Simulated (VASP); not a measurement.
# BaTiO3 (Pm-3m) in VASP: a series of runs

Runs on BaTiO3. Level: PBE. Tasks: single point.

Program: VASP 6.6.1. These are calculated values, not measurements. Logs are shortened: lines on timing, memory, paths and dates and some standing lists are left out, and cuts for length are marked.

### Step 1. The cell of the first run

It takes space group Pm-3m (No. 221, cubic). Conventional cell: a = 3.979 Å, b = 3.979 Å, c = 3.979 Å, α = 90.00°, β = 90.00°, γ = 90.00°. Ba (site symmetry m-3m) has 12 O at 2.81 Å and 8 Ti at 3.45 Å within 3.7 Å. Ti (site symmetry m-3m) has 6 O at 1.99 Å within 2.6 Å. O (site symmetry 4/mmm) has 2 Ti at 1.99 Å within 2.6 Å.

### Step 2. Single point, PBE

The input, INCAR:

```
PREC = Accurate
ENCUT = 520
EDIFF = 1E-7
ISMEAR = -1
SIGMA = 0.05
LREAL = False
LASPH = True
NELM = 80
ALGO = Normal
ISIF = 2
LWAVE = False
LCHARG = True
GGA = PE
LELF = True
LVHAR = True
NBANDS = 28
```

The input, KPOINTS:

```
regular mesh
0
Gamma
  7 7 7
```

The input, POSCAR:

```
BaTiO3
1.0
    3.9791132838      0.0000000000      0.0000000000
    0.0000000000      3.9791132838      0.0000000000
    0.0000000000      0.0000000000      3.9791132838
Ba Ti O
1 1 3
Direct
    0.5000000000      0.5000000000      0.5000000000
    0.0000000000      0.0000000000      0.0000000000
    0.0000000000      0.0000000000      0.5000000000
    0.0000000000      0.5000000000      0.0000000000
    0.5000000000      0.0000000000      0.0000000000
```

Potentials or basis: VASP PAW PBE potentials, release 64 (Ba_sv, Ti_sv, O).

On the command line:

```
> cat potpaw_PBE.64/Ba_sv/POTCAR potpaw_PBE.64/Ti_sv/POTCAR potpaw_PBE.64/O/POTCAR > POTCAR
> mpirun -np 1 vasp_std > vasp.out
```

OUTCAR:

```text
PREC = Accurate
   ENCUT = 520
   EDIFF = 1E-7
   ISMEAR = -1
   LREAL = False
   LASPH = True
   NELM = 80
   ISIF = 2
   GGA = PE

 ion  position               nearest neighbor table
   1  0.500  0.500  0.500-   3 2.81   4 2.81   5 2.81   4 2.81   5 2.81   3 2.81   5 2.81   5 2.81
                             3 2.81   4 2.81   4 2.81   3 2.81   2 3.45   2 3.45   2 3.45   2 3.45
   2  0.000  0.000  0.000-   3 1.99   4 1.99   5 1.99   3 1.99   4 1.99   5 1.99   1 3.45   1 3.45
                             1 3.45   1 3.45   1 3.45   1 3.45   1 3.45   1 3.45
   3  0.000  0.000  0.500-   2 1.99   2 1.99   1 2.81   1 2.81   1 2.81   1 2.81
   4  0.000  0.500  0.000-   2 1.99   2 1.99   1 2.81   1 2.81   1 2.81   1 2.81
   5  0.500  0.000  0.000-   2 1.99   2 1.99   1 2.81   1 2.81   1 2.81   1 2.81

  LATTYP: Found a simple cubic cell.
 ALAT       =     3.9791132838

  Lattice vectors:

 A1 = (   3.9791132838,   0.0000000000,   0.0000000000)
 A2 = (   0.0000000000,   3.9791132838,   0.0000000000)
 A3 = (   0.0000000000,   0.0000000000,   3.9791132838)

Analysis of symmetry for initial positions (statically):
=====================================================================
 Subroutine PRICEL returns:
 Original cell was already a primitive cell.

 Routine SETGRP: Setting up the symmetry group for a
 simple cubic supercell.

 Subroutine GETGRP returns: Found 48 space group operations
 (whereof 48 operations were pure point group operations)
 out of a pool of 48 trial point group operations.

The static configuration has the point symmetry O_h .

Analysis of symmetry for dynamics (positions and initial velocities):
=====================================================================
 Subroutine PRICEL returns:
 Original cell was already a primitive cell.

 Routine SETGRP: Setting up the symmetry group for a
 simple cubic supercell.

 Subroutine GETGRP returns: Found 48 space group operations
 (whereof 48 operations were pure point group operations)
 out of a pool of 48 trial point group operations.

The dynamic configuration has the point symmetry O_h .

 Subroutine INISYM returns: Found 48 space group operations
 (whereof 48 operations are pure point group operations),
 and found     1 'primitive' translations

----------------------------------------------------------------------------------------

                                     Primitive cell

  volume of cell :      63.0027
[... 90 lines left out ...]
   EDIFF  = 0.1E-06   stopping-criterion for ELM
   LREAL  =      F    real-space projection
   EDIFFG = 0.1E-05   stopping-criterion for IOM
   NSW    =      0    number of steps for IOM
   IBRION =     -1    ionic relax: 0-MD 1-quasi-New 2-CG
   NFREE  =      0    steps in history (QN), initial steepest desc. (CG)
   ISIF   =      2    stress and relaxation
   ISYM   =      2    0-nonsym 1-usesym 2-fastsym
   POTIM  = 0.5000    time-step for ionic-motion
   TEBEG  =    0.0;   TEEND  =   0.0 temperature during run
   PSTRESS=    0.0 pullay stress
   NELECT =      40.0000    total number of electrons
   NUPDOWN=      -1.0000    fix difference up-down
   EMIN   =  10.00;   EMAX   =-10.00  energy-range for DOS
   EFERMI =   0.00;   METHOD = LEGACY
   ISMEAR =    -1;   SIGMA  =   0.05  broadening in eV -4-tet -1-fermi 0-gaus
   EFERMI_NEDOS =   21; number of points for ismear=-14 and -15
   IALGO  =     38    algorithm
   IMIX   =      4    mixing-type and parameters
     AMIX     =   0.40;   BMIX     =  1.00
     AMIX_MAG =   1.60;   BMIX_MAG =  1.00
  volume/ion in A,a.u.               =      12.60        85.03
  Fermi-wavevector in a.u.,A,eV,Ry     =   1.407047  2.658933 26.936549  1.979781
  Thomas-Fermi vector in A             =   2.529346
   LORBIT       =      0    0 simple, 1 ext, 2 COOP (PROOUT), +10 PAW based schemes
   GGA     = PE    functional components
   LHFCALC =     F    Hartree Fock is set to
   AEXX    =    0.0000 exact exchange contribution
   IVDW    =     0    specifies the selected vdW correction
   LEPSILON=     F    determine dielectric tensor
   LRPA    =     F    only Hartree local field effects (RPA)
 non-spin polarized calculation
  energy-cutoff  :      520.00
  volume of cell :       63.00
 maximum number of plane-waves:      1743
 NGX is ok and might be reduce to    30
   NGX = 15   NGY = 15   NGZ = 15

 number of electron      39.9999977 magnetization

 Free energy of the ion-electron system (eV)
  ---------------------------------------------------
  ext. energy  EPLUGINS =         0.00000000
  ---------------------------------------------------
  free energy    TOTEN  =       -39.92713118 eV

  energy without entropy =      -39.92713118  energy(sigma->0) =      -39.92713118

 E-fermi :   4.8617     XC(G=0): -11.3532

 val. band max:        3.9091403758   @ k =   0.4286   0.4286   0.4286
 cond. band min:       5.7507756852   @ k =   0.0000   0.0000   0.0000
 fundamental gap:      1.8416353094
 Fermi energy:         4.8616882494

 k-point     1 :       0.0000    0.0000    0.0000
  band No.  band energies     occupation
      1     -52.5926      2.00000
      2     -28.8134      2.00000
      3     -28.8134      2.00000
      4     -28.8134      2.00000
      5     -20.8030      2.00000
      6     -12.9622      2.00000
[... 609 lines left out ...]
     27      11.7073      0.00000
     28      11.7073      0.00000

------------------------ aborting loop because EDIFF is reached ----------------------------------------

  FORCE on cell =-STRESS in cart. coord.  units (eV):
  Direction    XX          YY          ZZ          XY          YZ          ZX
  --------------------------------------------------------------------------------------
  -------------------------------------------------------------------------------------
  Total        2.8140509      2.8140509      2.8140509     -0.0000000      0.0000000      0.0000000
  in kB       71.5621900     71.5621900     71.5621900     -0.0000000      0.0000000      0.0000000
  external PRESSURE =      71.5621900 kB  Pullay stress =       0.0000000 kB

 VOLUME and BASIS-vectors are now :
 -----------------------------------------------------------------------------
  energy-cutoff  :      520.00
  volume of cell :       63.00
      direct lattice vectors                 reciprocal lattice vectors
     3.979113284  0.000000000  0.000000000     0.251312272  0.000000000  0.000000000
     0.000000000  3.979113284  0.000000000     0.000000000  0.251312272  0.000000000
     0.000000000  0.000000000  3.979113284     0.000000000  0.000000000  0.251312272

 POSITION                                       TOTAL-FORCE (eV/Angst)
 -----------------------------------------------------------------------------------
      1.98956      1.98956      1.98956         0.000000      0.000000      0.000000
      0.00000      0.00000      0.00000         0.000000      0.000000      0.000000
      0.00000      0.00000      1.98956         0.000000      0.000000      0.000000
      0.00000      1.98956      0.00000         0.000000      0.000000      0.000000
      1.98956      0.00000      0.00000         0.000000      0.000000      0.000000
 -----------------------------------------------------------------------------------
    total drift:                                0.000000     -0.000000      0.000000

  FREE ENERGIE OF THE ION-ELECTRON SYSTEM (eV)
  ---------------------------------------------------
  free  energy   TOTEN  =       -39.9271311776 eV

  energy  without entropy=      -39.9271311759  energy(sigma->0) =      -39.92713118
```

It took 1.9 min on 1 thread of Intel Xeon 8259CL, shared host; peak memory 0.19 GiB.

Results:

```yaml
Free_energy: -39.9271 eV
Pressure: 7.2 GPa
Band_gap_on_the_k_mesh: 1.84 eV, indirect (least direct gap 1.91 eV)
```

Levels at points of the mesh, in eV from the valence-band top:
| k point | band 17 | band 18 | band 19 | band 20 | band 21 | band 22 | band 23 | band 24 |
| --- | --- | --- | --- | --- | --- | --- | --- | --- |
| (0.00, 0.00, 0.00) | -1.06 | -0.07 | -0.07 | -0.07 | 1.84 | 1.84 | 1.84 | 4.09 |

Caveat: spin-orbit coupling is left out, which moves the levels of the heavy elements.

### Step 3. Single point, PBE

This run uses another cell than the first one, of 12.86 Å³/atom, 1.020 times its volume.

The input, INCAR:

```
  PREC = Accurate
  ENCUT = 520
  EDIFF = 1E-7
  ISMEAR = -1
  SIGMA = 0.05
  LREAL = False
  LASPH = True
  NELM = 80
  ALGO = Normal
  ISIF = 2
  LWAVE = False
  LCHARG = False
  GGA = PE
  NBANDS = 28
```

The input, KPOINTS:

```
Automatic mesh
0
Gamma
  7 7 7
```

POSCAR: that of step 2 with these lines changed.

```diff
@@ -2,5 +2,5 @@
 1.0
-    3.9791132838      0.0000000000      0.0000000000
-    0.0000000000      3.9791132838      0.0000000000
-    0.0000000000      0.0000000000      3.9791132838
+    4.0060000000      0.0000000000      0.0000000000
+    0.0000000000      4.0060000000      0.0000000000
+    0.0000000000      0.0000000000      4.0060000000
 Ba Ti O
```

Potentials or basis: VASP PAW PBE potentials, release 64 (Ba_sv, Ti_sv, O).

On the command line:

```
> cat potpaw_PBE.64/Ba_sv/POTCAR potpaw_PBE.64/Ti_sv/POTCAR potpaw_PBE.64/O/POTCAR > POTCAR
> mpirun -np 1 vasp_std > vasp.out
```

It took 93 s on 1 thread of Intel Xeon 8259CL, shared host; peak memory 0.19 GiB.

It converged, with:

```yaml
Free_energy: -39.9707 eV
Pressure: 3.4 GPa
Band_gap_on_the_k_mesh: 1.80 eV, indirect (least direct gap 1.89 eV)
```

Levels at points of the mesh, in eV from the valence-band top:
```
           k point  band 17  band 18  band 19  band 20  band 21  band 22  band 23  band 24
(0.00, 0.00, 0.00)    -1.03    -0.09    -0.09    -0.09     1.80     1.80     1.80     3.94
```

Caveat: spin-orbit coupling is left out, which moves the levels of the heavy elements.
